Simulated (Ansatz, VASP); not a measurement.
One calculation of WS2, two programs

Contents of INCAR:

```
PREC     = Accurate       # precision mode
ENCUT    = 520            # plane-wave cutoff, eV
EDIFF    = 1E-7           # SCF threshold, eV
ISMEAR   = 0              # smearing method
SIGMA    = 0.02           # smearing width, eV
LREAL    = False          # projectors in reciprocal space
LASPH    = True           # aspherical terms in the spheres
NELM     = 60             # most SCF steps
ALGO     = Normal         # electronic algorithm
ISIF     = 2              # what is computed and relaxed
LWAVE    = False          # write WAVECAR
LCHARG   = False          # write CHGCAR
GGA      = PS             # functional
NBANDS   = 20             # bands
```

The input KPOINTS:

```
regular mesh
0
Gamma
  12 12 12
```

Contents of POSCAR:

```
WS2
1.0
    1.6548081927      0.9554039555      5.9045317733
   -1.6548081927      0.9554039555      5.9045317733
    0.0000000000     -1.9108079111      5.9045317733
W S
1 2
Direct
   -0.0099364061     -0.0099364061     -0.0099364061
    0.7411200542      0.7411200542      0.7411200542
    0.6001163519      0.6001163519      0.6001163519
```

Input for Ansatz:

```yaml
crystal:
  lattice:
    - [1.6548081927, 0.9554039555, 5.9045317733]
    - [-1.6548081927, 0.9554039555, 5.9045317733]
    - [0.0, -1.9108079111, 5.9045317733]
  atoms:
    - { symbol: W, position: [-0.0099364061, -0.0099364061, -0.0099364061] }
    - { symbol: S, position: [0.7411200542, 0.7411200542, 0.7411200542] }
    - { symbol: S, position: [0.6001163519, 0.6001163519, 0.6001163519] }
basis:
  ecutwfc: 420
kpoints:
  mp_grid: { grid: [12, 12, 12] }
hamiltonian:
  xc: pbesol
scf:
  occupations: { method: gaussian, width: 0.02 }
output:
  forces: true
  stress: true
  eigenvalues: true
  populations: true
```

Alike in both runs: task single point; functional PBEsol; k mesh 12 × 12 × 12; occupations gaussian, width 0.02 eV; no spin polarisation.

|  | VASP | Ansatz |
| --- | --- | --- |
| version | VASP 6.6.1 | Ansatz 0.2.0 |
| potentials or method | VASP PAW PBE potentials, release 64 (W_sv, S), cutoff 520 eV | scalar-relativistic, plane waves, PAW |
| valence electrons in the cell | 26 | 26 |

VASP gave:

```
gap on the k mesh at the Fermi level (eV)                     : none
pressure (GPa)                                                : 26.7
traceless stress, the component that is largest in VASP (GPa) : 11.26
rms of the force components (eV/Å)                            : 4.008
```

**Question.** What did Ansatz give for the same quantities?

**Answer.** gap on the k mesh at the Fermi level (eV): none; pressure (GPa): 26.5; traceless stress, the component that is largest in VASP (GPa): 11.30; rms of the force components (eV/Å): 3.980.

VASP's potentials were made for PBE, not for PBEsol. Atom by atom the forces differ by 0.029 eV/Å (rms over components). A gap of «none» marks a metal or a gap that the smearing closes.

Spin-orbit coupling is off throughout.
